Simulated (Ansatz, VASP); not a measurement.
**AgCl: VASP beside Ansatz**

POSCAR

```
AgCl
1.0
    0.0000000000      2.9932461729      2.9932461729
    2.9932461729      0.0000000000      2.9932461729
    2.9932461729      2.9932461729      0.0000000000
Ag Cl
1 1
Direct
    0.0000000000      0.0000000000      0.0000000000
    0.2500000000      0.2500000000      0.2500000000
```

INCAR.step1

```
SYSTEM = AgCl
  PREC = Accurate
  ENCUT = 470
  EDIFF = 1E-5
  ISMEAR = 0
  SIGMA = 0.01
  LREAL = .FALSE.
  LASPH = .TRUE.
  NELM = 120
  ALGO = Normal
  ISIF = 2
  LWAVE = .TRUE.
  NBANDS = 20
  GGA = PE
  GGA_COMPAT = .FALSE.
```

Contents of INCAR.step2:

```
SYSTEM = AgCl
  PREC = Accurate
  ENCUT = 470
  EDIFF = 1E-6
  ISMEAR = 0
  SIGMA = 0.01
  LREAL = .FALSE.
  LASPH = .TRUE.
  NELM = 120
  ALGO = Normal
  ISIF = 2
  LWAVE = .FALSE.
  LCHARG = .TRUE.
  GGA = PE
  LHFCALC = .TRUE.
  AEXX = 0.75
  PRECFOCK = Normal
  LELF = .TRUE.
  LVHAR = .TRUE.
  NBANDS = 20
  ISTART = 1
  GGA_COMPAT = .FALSE.
```

Contents of KPOINTS:

```
regular mesh
0
G
  4 4 4
  0 0 0
```

Input for Ansatz:

```yaml
crystal:
  lattice:
    - [0.0, 2.9932461729, 2.9932461729]
    - [2.9932461729, 0.0, 2.9932461729]
    - [2.9932461729, 2.9932461729, 0.0]
  atoms:
    - { symbol: Ag, position: [0.0, 0.0, 0.0] }
    - { symbol: Cl, position: [0.25, 0.25, 0.25] }
kpoints:
  mp_grid: { grid: [4, 4, 4] }
hamiltonian:
  xc: { exchange: pbe, correlation: pbe, exx: { coeff: 0.75 } }
scf:
  occupations: { method: fixed }
  n_extra_bands: 4
output:
  forces: true
  stress: true
  eigenvalues: true
```

Alike in both runs: task single point; functional PBE-based global hybrid with a share of 0.75 of exact exchange; k mesh 4 × 4 × 4; no spin polarisation.

|  | VASP | Ansatz |
| --- | --- | --- |
| version | VASP 6.6.1 | Ansatz 0.2.0 |
| potentials or method | VASP PAW PBE potentials, release 64 (Ag_sv_GW, Cl) | plane waves |
| plane-wave cutoff (eV) | 470 | 420 |
| occupations | gaussian, width 0.01 eV | fixed |
| valence electrons in the cell | 26 | 26 |

```csv
,VASP,Ansatz,Ansatz less VASP
gap on the k mesh at the Fermi level (eV),8.07,8.02,-0.049
```

VASP's potentials were made for PBE, not for PBE-based global hybrid. Ansatz's warnings: stress exchange threshold loose, stress scf threshold loose.

The k mesh is coarse, so the values compare programs but aren't converged.
